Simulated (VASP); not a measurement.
A run of VASP 6.6.1 is set up as follows.

Contents of INCAR:

```
PREC = Accurate
ENCUT = 520
EDIFF = 1E-6
ISMEAR = -1
SIGMA = 0.02
LREAL = F
LASPH = T
NELM = 100
ALGO = Normal
ISIF = 2
LWAVE = F
LCHARG = F
LDIPOL = T
IDIPOL = 3
DIPOL = 0.5 0.5 0.500
IBRION = 2
NSW = 32
EDIFFG = -0.01
```

KPOINTS

```
regular mesh
0
Gamma
  14 14 1
```

File POSCAR:

```
C
1.0
    2.4973051747      0.0000000000      0.0000000000
   -1.2486525873      2.1627297223      0.0000000000
    0.0000000000      0.0000000000     16.5098000000
C
2
Direct
    0.8333333333      0.1666666667      0.5000058825
    0.1666666667      0.8333333333      0.4999941175
```

Potentials or basis: VASP PAW LDA potentials, release 64 (C).

Launch:

```console
$ cat potpaw_LDA.64/C/POTCAR > POTCAR
$ mpirun -np 1 vasp_std > vasp.out
```

Question: Estimate the band gap on the k mesh.

Answer: 1.17 eV, direct.

Forces on the atoms (eV/Å):
```
C    0.000  0.000 -0.003
C    0.000  0.000  0.003
```

Caveat: the relaxation stopped at its first step, so nothing moved.
